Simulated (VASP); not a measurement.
# Re: single point with PBE

Crystal: Re.

```
Re
1.0
     0.00000    2.14449    1.65769
     2.14449    0.00000    1.65769
     2.14449    2.14449    0.00000
Re
1
Direct
  0.00000 0.00000 0.00000
```

- Program: VASP 6.6.1
- Task: single point
- Functional: PBE
- Potentials or basis: VASP PAW PBE potentials, release 64 (Re_sv_GW)
- Cutoff: 560 eV
- k mesh: 10 × 10 × 10
- Occupations: gaussian, width 0.15 eV
- Spin: no spin polarisation

| Quantity | Value |
| --- | --- |
| Pressure | -4.5 GPa |
| Band gap on the k mesh | zero (an odd number of electrons rules out a gap without spin polarisation) |

Stress tensor (GPa, compression positive):
```
-5.45  0.00  0.00
 0.00 -5.45  0.00
 0.00  0.00 -2.63
```

Levels at points of the mesh, in eV from the Fermi level:
| k point | band 4 | band 5 | band 6 | band 7 | band 8 | band 9 | band 10 | band 11 | band 12 | band 13 |
| --- | --- | --- | --- | --- | --- | --- | --- | --- | --- | --- |
| (0.00, 0.00, 0.00) | -41.89 | -10.34 | -2.69 | -2.69 | -1.63 | 0.18 | 1.47 | 13.78 | 15.42 | 15.42 |
| (0.50, 0.00, 0.00) | -41.92 | -7.07 | -4.15 | -0.11 | -0.06 | 1.86 | 4.29 | 9.50 | 11.76 | 17.07 |
| (0.50, 0.50, 0.00) | -42.58 | -6.76 | -6.50 | 3.38 | 3.70 | 3.70 | 6.19 | 8.67 | 8.67 | 15.29 |
| (0.50, 0.00, 0.50) | -41.95 | -7.05 | -5.26 | 0.58 | 1.73 | 2.20 | 4.59 | 10.28 | 11.30 | 15.06 |

Wall time 14 s on 1 thread of Intel(R) Xeon(R) Platinum 8488C (Sapphire Rapids), on a shared host, peak memory 0.16 GiB.

Caveat: the cell stands under tension; spin-orbit coupling is left out, which moves the levels of the heavy elements.
